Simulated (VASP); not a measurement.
# LiH (P6_3/mmc) in VASP: further runs

LiH is run at these levels: PBE; tasks: single point.

All numbers are computed with VASP 6.6.1; they aren't measurements. Logs are shortened: lines on timing, memory, paths and dates and some standing lists are left out, and cuts for length are marked.

## 1. The cell of the first run

It takes space group P6_3/mmc (No. 194, hexagonal). The conventional cell has a = 2.782 Å, b = 2.782 Å, c = 4.873 Å, α = 90.00°, β = 90.00°, γ = 120.00°. Within 2.7 Å of Li (site symmetry -3m) lie 6 H at 2.02 Å and 2 Li at 2.44 Å. Within 2.7 Å of H (site symmetry -6m2) lie 6 Li at 2.02 Å.

## 2. Single point, PBE

INCAR reads:

```
SYSTEM = LiH
PREC = Accurate
ENCUT = 520
EDIFF = 1E-6
ISMEAR = 0
SIGMA = 0.01
LREAL = .FALSE.
LASPH = .TRUE.
NELM = 100
ALGO = Normal
ISIF = 2
LWAVE = .FALSE.
LCHARG = .FALSE.
GGA = PE
NBANDS = 12
```

KPOINTS reads:

```
regular mesh
0
G
  6 6 2
  0 0 0
```

POSCAR reads:

```
LiH
1.0
    2.7815484420      0.0000000000      0.0000000000
   -1.3907742210      2.4088916127      0.0000000000
    0.0000000000      0.0000000000      4.8729606992
Li H
2 2
Direct
    0.0000000000      0.0000000000      0.0000000000
    0.0000000000      0.0000000000      0.5000000000
    0.3333333333      0.6666666667      0.2500000000
    0.6666666667      0.3333333333      0.7500000000
```

Potentials or basis: VASP PAW PBE potentials, release 64 (Li_sv, H).

Run with:

```console
$ cat potpaw_PBE.64/Li_sv/POTCAR potpaw_PBE.64/H/POTCAR > POTCAR
$ mpirun -np 1 vasp_std > vasp.out
```

OUTCAR:

```text
SYSTEM = LiH
   PREC = Accurate
   ENCUT = 520
   EDIFF = 1E-6
   ISMEAR = 0
   LREAL = .FALSE.
   LASPH = .TRUE.
   NELM = 100
   ISIF = 2
   GGA = PE

 ion  position               nearest neighbor table
   1  0.000  0.000  0.000-   2 2.44   2 2.44
   2  0.000  0.000  0.500-   1 2.44   1 2.44
   3  0.333  0.667  0.250-
   4  0.667  0.333  0.750-

  LATTYP: Found a hexagonal cell.
 ALAT       =     2.7815484420
 C/A-ratio  =     1.7518877707

  Lattice vectors:

 A1 = (   2.7815484420,   0.0000000000,   0.0000000000)
 A2 = (  -1.3907742210,   2.4088916127,   0.0000000000)
 A3 = (   0.0000000000,   0.0000000000,   4.8729606992)

Analysis of symmetry for initial positions (statically):
=====================================================================
 Subroutine PRICEL returns:
 Original cell was already a primitive cell.

 Routine SETGRP: Setting up the symmetry group for a
 hexagonal supercell.

 Subroutine GETGRP returns: Found 24 space group operations
 (whereof 12 operations were pure point group operations)
 out of a pool of 24 trial point group operations.

The static configuration has the point symmetry D_3d.
 The point group associated with its full space group is D_6h.

Analysis of symmetry for dynamics (positions and initial velocities):
=====================================================================
 Subroutine PRICEL returns:
 Original cell was already a primitive cell.

 Routine SETGRP: Setting up the symmetry group for a
 hexagonal supercell.

 Subroutine GETGRP returns: Found 24 space group operations
 (whereof 12 operations were pure point group operations)
 out of a pool of 24 trial point group operations.

The dynamic configuration has the point symmetry D_3d.
 The point group associated with its full space group is D_6h.

 Subroutine INISYM returns: Found 24 space group operations
 (whereof 12 operations are pure point group operations),
 and found     1 'primitive' translations

----------------------------------------------------------------------------------------

                                     Primitive cell

  volume of cell :      32.6510

  direct lattice vectors                    reciprocal lattice vectors
     2.781548442  0.000000000  0.000000000     0.359511984  0.207564341  0.000000000
    -1.390774221  2.408891613  0.000000000     0.000000000  0.415128682  0.000000000
     0.000000000  0.000000000  4.872960699     0.000000000  0.000000000  0.205214050

  length of vectors
     2.781548442  2.781548442  4.872960699     0.415128682  0.415128682  0.205214050

  position of ions in fractional coordinates (direct lattice)
     0.000000000  0.000000000  0.000000000
     0.000000000  0.000000000  0.500000000
     0.333333333  0.666666667  0.250000000
     0.666666667  0.333333333  0.750000000

  ion indices of the primitive-cell ions
   primitive index   ion index
                 1           1
                 2           2
                 3           3
                 4           4

----------------------------------------------------------------------------------------

 KPOINTS: regular mesh

Automatic generation of k-mesh.
 Grid dimensions read from file:
 generate k-points for:    6    6    2

 Generating k-lattice:

  Cartesian coordinates                     Fractional coordinates (reciprocal lattice)
     0.059918664  0.034594057  0.000000000     0.166666667  0.000000000  0.000000000
     0.000000000  0.069188114  0.000000000     0.000000000  0.166666667  0.000000000
     0.000000000  0.000000000  0.102607025     0.000000000  0.000000000  0.500000000

  Length of vectors
     0.069188114  0.069188114  0.102607025

  Shift w.r.t. Gamma in fractional coordinates (k-lattice)
     0.000000000  0.000000000  0.000000000

 Subroutine IBZKPT returns following result:
 ===========================================

 Found     14 irreducible k-points:

 Following reciprocal coordinates:
            Coordinates               Weight
  0.000000  0.000000  0.000000      1.000000
  0.166667  0.000000  0.000000      6.000000
  0.333333  0.000000  0.000000      6.000000
  0.500000 -0.000000  0.000000      3.000000
  0.166667  0.166667  0.000000      6.000000
  0.333333  0.166667  0.000000     12.000000
  0.333333  0.333333  0.000000      2.000000
  0.000000  0.000000  0.500000      1.000000
  0.166667  0.000000  0.500000      6.000000
  0.333333  0.000000  0.500000      6.000000
  0.500000 -0.000000  0.500000      3.000000
  0.166667  0.166667  0.500000      6.000000
  0.333333  0.166667  0.500000     12.000000
  0.333333  0.333333  0.500000      2.000000
   k-points           NKPTS =     14   k-points in BZ     NKDIM =     14   number of bands    NBANDS=     12
   number of dos      NEDOS =    301   number of ions     NIONS =      4
   total plane-waves  NPLWV =  20736
   dimension x,y,z NGX =    24 NGY =   24 NGZ =   36
   dimension x,y,z NGXF=    48 NGYF=   48 NGZF=   72
   ions per type =               2   2
   NGX,Y,Z   is equivalent  to a cutoff of  14.34, 14.34, 12.28 a.u.
   NGXF,Y,Z  is equivalent  to a cutoff of  28.69, 28.69, 24.56 a.u.
 SYSTEM =  LiH
   PREC   = accura    normal or accurate (medium, high low for compatibility)
   ISTART =      0    job   : 0-new  1-cont  2-samecut
   ICHARG =      2    charge: 1-file 2-atom 10-const
   ISPIN  =      1    spin polarized calculation?
   LNONCOLLINEAR =      F non collinear calculations
   LSORBIT =      F    spin-orbit coupling
   LASPH  =      T    aspherical Exc in radial PAW
   ENCUT  =  520.0 eV  38.22 Ry    6.18 a.u.   5.17  5.17  9.06*2*pi/ulx,y,z
   NELM   =    100;   NELMIN=  2; NELMDL= -5     # of ELM steps
   EDIFF  = 0.1E-05   stopping-criterion for ELM
   LREAL  =      F    real-space projection
   EDIFFG = 0.1E-04   stopping-criterion for IOM
   NSW    =      0    number of steps for IOM
   IBRION =     -1    ionic relax: 0-MD 1-quasi-New 2-CG
   NFREE  =      0    steps in history (QN), initial steepest desc. (CG)
   ISIF   =      2    stress and relaxation
   ISYM   =      2    0-nonsym 1-usesym 2-fastsym
   POTIM  = 0.5000    time-step for ionic-motion
   TEBEG  =    0.0;   TEEND  =   0.0 temperature during run
   PSTRESS=    0.0 pullay stress
   NELECT =       8.0000    total number of electrons
   NUPDOWN=      -1.0000    fix difference up-down
   EMIN   =  10.00;   EMAX   =-10.00  energy-range for DOS
   EFERMI =   0.00;   METHOD = LEGACY
   ISMEAR =     0;   SIGMA  =   0.01  broadening in eV -4-tet -1-fermi 0-gaus
   EFERMI_NEDOS =   21; number of points for ismear=-14 and -15
   IALGO  =     38    algorithm
   IMIX   =      4    mixing-type and parameters
     AMIX     =   0.40;   BMIX     =  1.00
     AMIX_MAG =   1.60;   BMIX_MAG =  1.00
  volume/ion in A,a.u.               =       8.16        55.08
  Fermi-wavevector in a.u.,A,eV,Ry     =   1.024407  1.935849 14.278087  1.049410
  Thomas-Fermi vector in A             =   2.158192
   LORBIT       =      0    0 simple, 1 ext, 2 COOP (PROOUT), +10 PAW based schemes
   GGA     = PE    functional components
   LHFCALC =     F    Hartree Fock is set to
   AEXX    =    0.0000 exact exchange contribution
   IVDW    =     0    specifies the selected vdW correction
   LEPSILON=     F    determine dielectric tensor
   LRPA    =     F    only Hartree local field effects (RPA)
 non-spin polarized calculation
 Gauss-broadening in eV      SIGMA  =   0.01
  energy-cutoff  :      520.00
  volume of cell :       32.65
 maximum number of plane-waves:       895
 NGX is ok and might be reduce to    24
   NGX = 11   NGY = 11   NGZ = 19

 number of electron       8.0000007 magnetization

 Free energy of the ion-electron system (eV)
  ---------------------------------------------------
  ext. energy  EPLUGINS =         0.00000000
  ---------------------------------------------------
  free energy    TOTEN  =       -12.03298480 eV

  energy without entropy =      -12.03298480  energy(sigma->0) =      -12.03298480

 E-fermi :   0.0278     XC(G=0):  -8.4582

 val. band max:       -0.0628480437   @ k =   0.5000  -0.0000   0.0000
 cond. band min:       4.2923795958   @ k =   0.5000  -0.0000   0.5000
 fundamental gap:      4.3552276395
 Fermi energy:         0.0277820356

 k-point     1 :       0.0000    0.0000    0.0000
  band No.  band energies     occupation
      1     -44.4512      2.00000
      2     -44.3831      2.00000
      3      -5.3240      2.00000
      4      -3.0462      2.00000
      5       4.5086      0.00000
      6      14.4098      0.00000
      7      15.7378      0.00000
      8      16.2987      0.00000
      9      16.2987      0.00000
     10      16.6173      0.00000
     11      19.7543      0.00000
     12      19.7543      0.00000

 k-point     2 :       0.1667    0.0000    0.0000
  band No.  band energies     occupation
      1     -44.4414      2.00000
      2     -44.3750      2.00000
      3      -4.8651      2.00000
      4      -2.4567      2.00000
      5       4.7429      0.00000
      6      10.6355      0.00000
      7      13.5451      0.00000
      8      14.1735      0.00000
      9      14.9292      0.00000
     10      17.1091      0.00000
     11      18.2027      0.00000
     12      18.8358      0.00000

 k-point     3 :       0.3333    0.0000    0.0000
  band No.  band energies     occupation
      1     -44.4219      2.00000
      2     -44.3585      2.00000
      3      -3.5892      2.00000
      4      -0.9411      2.00000
      5       5.4288      0.00000
      6       6.1037      0.00000
      7       8.9859      0.00000
      8      12.2010      0.00000
      9      13.9036      0.00000
     10      14.2416      0.00000
     11      16.3519      0.00000
     12      17.1226      0.00000
[... 136 lines left out ...]
 k-point    13 :       0.3333    0.1667    0.5000
  band No.  band energies     occupation
      1     -44.3814      2.00000
      2     -44.3814      2.00000
      3      -1.4658      2.00000
      4      -1.4658      2.00000
      5       5.0729      0.00000
      6       5.0729      0.00000
      7       8.9337      0.00000
      8       8.9337      0.00000
      9      12.8890      0.00000
     10      12.8890      0.00000
     11      17.1027      0.00000
     12      17.1027      0.00000

 k-point    14 :       0.3333    0.3333    0.5000
  band No.  band energies     occupation
      1     -44.3769      2.00000
      2     -44.3769      2.00000
      3      -0.6936      2.00000
      4      -0.6936      2.00000
      5       4.5181      0.00000
      6       4.5181      0.00000
      7       7.3682      0.00000
      8       7.3682      0.00000
      9      13.4000      0.00000
     10      13.4000      0.00000
     11      16.5039      0.00000
     12      16.5039      0.00000

------------------------ aborting loop because EDIFF is reached ----------------------------------------

  FORCE on cell =-STRESS in cart. coord.  units (eV):
  Direction    XX          YY          ZZ          XY          YZ          ZX
  --------------------------------------------------------------------------------------
  -------------------------------------------------------------------------------------
  Total       -0.0517974     -0.0517974      0.0310496      0.0000000      0.0000000      0.0000000
  in kB       -2.5416867     -2.5416867      1.5235948      0.0000000      0.0000000      0.0000000
  external PRESSURE =      -1.1865929 kB  Pullay stress =       0.0000000 kB

 VOLUME and BASIS-vectors are now :
 -----------------------------------------------------------------------------
  energy-cutoff  :      520.00
  volume of cell :       32.65
      direct lattice vectors                 reciprocal lattice vectors
     2.781548442  0.000000000  0.000000000     0.359511984  0.207564341  0.000000000
    -1.390774221  2.408891613  0.000000000     0.000000000  0.415128682  0.000000000
     0.000000000  0.000000000  4.872960699     0.000000000  0.000000000  0.205214050

 POSITION                                       TOTAL-FORCE (eV/Angst)
 -----------------------------------------------------------------------------------
      0.00000      0.00000      0.00000         0.000000      0.000000      0.000000
      0.00000      0.00000      2.43648         0.000000      0.000000      0.000000
     -0.00000      1.60593      1.21824        -0.000000     -0.000000     -0.000000
      1.39077      0.80296      3.65472         0.000000      0.000000     -0.000000
 -----------------------------------------------------------------------------------
    total drift:                               -0.000000      0.000000      0.000000

  FREE ENERGIE OF THE ION-ELECTRON SYSTEM (eV)
  ---------------------------------------------------
  free  energy   TOTEN  =       -12.0329848038 eV

  energy  without entropy=      -12.0329848038  energy(sigma->0) =      -12.03298480
```

Run time: 3.1 s. Hardware: 1 thread of Intel Xeon 6975P-C (Granite Rapids), shared host; peak memory 0.14 GiB.

What came out:

| Quantity | Value |
| --- | --- |
| Free energy | -12.0330 eV |
| Band gap on the k mesh | 4.36 eV, indirect (least direct gap 4.96 eV) |

Caveat: the k points lie up to 0.64 Å⁻¹ apart; the cutoff is under 1.25 times the usual one of these potentials, so pressure, stress and relaxed cells hold a basis-set (Pulay) error. As with any semilocal functional, this PBE gap is likely too small.

## 3. Single point, PBE (volume changed by -5%)

INCAR reads:

```
SYSTEM = LiH
PREC = Accurate ; ENCUT = 520
EDIFF = 1E-7 ; ISMEAR = 0
SIGMA = 0.01 ; LREAL = .False.
LASPH = .True. ; NELM = 100
ALGO = Normal ; ISIF = 2
LWAVE = .False. ; LCHARG = .True.
GGA = PE ; LELF = .True.
LVHAR = .True. ; NBANDS = 12
```

KPOINTS reads:

```
regular mesh
0
Gamma
  6 6 2
  0 0 0
```

POSCAR reads:

```
LiH
1.0
    2.7343944437      0.0000000000      0.0000000000
   -1.3671972218      2.3680550522      0.0000000000
    0.0000000000      0.0000000000      4.7903521862
Li H
2 2
Direct
    0.0000000000      0.0000000000      0.0000000000
    0.0000000000      0.0000000000      0.5000000000
    0.3333333333      0.6666666667      0.2500000000
    0.6666666667      0.3333333333      0.7500000000
```

Potentials or basis: VASP PAW PBE potentials, release 64 (Li_sv, H).

Run with:

```console
$ cat potpaw_PBE.64/Li_sv/POTCAR potpaw_PBE.64/H/POTCAR > POTCAR
$ mpirun -np 1 vasp_std > vasp.out
```

Run time: 3.2 s. Hardware: 1 thread of Intel Xeon 6975P-C (Granite Rapids), shared host; peak memory 0.13 GiB.

Results (log left out):

- Free energy: -12.0221 eV
- Band gap on the k mesh: 4.42 eV, indirect (least direct gap 5.01 eV)

Levels at points of the mesh, in eV from the valence-band top:
```tsv
k point	band 2	band 3	band 4	band 5	band 6	band 7
(0.00, 0.00, 0.00)	-44.27	-5.46	-3.15	4.70	14.96	16.44
(0.50, 0.00, 0.00)	-44.23	-2.57	0.00	5.01	6.02	6.13
(0.00, 0.00, 0.50)	-44.31	-4.53	-4.53	8.76	8.76	16.20
(0.50, 0.00, 0.50)	-44.27	-1.44	-1.44	4.42	4.42	11.75
```

Caveat: the k points lie up to 0.66 Å⁻¹ apart; the cutoff is under 1.25 times the usual one of these potentials, so pressure, stress and relaxed cells hold a basis-set (Pulay) error.

(Part 1 of 2 ends here.)
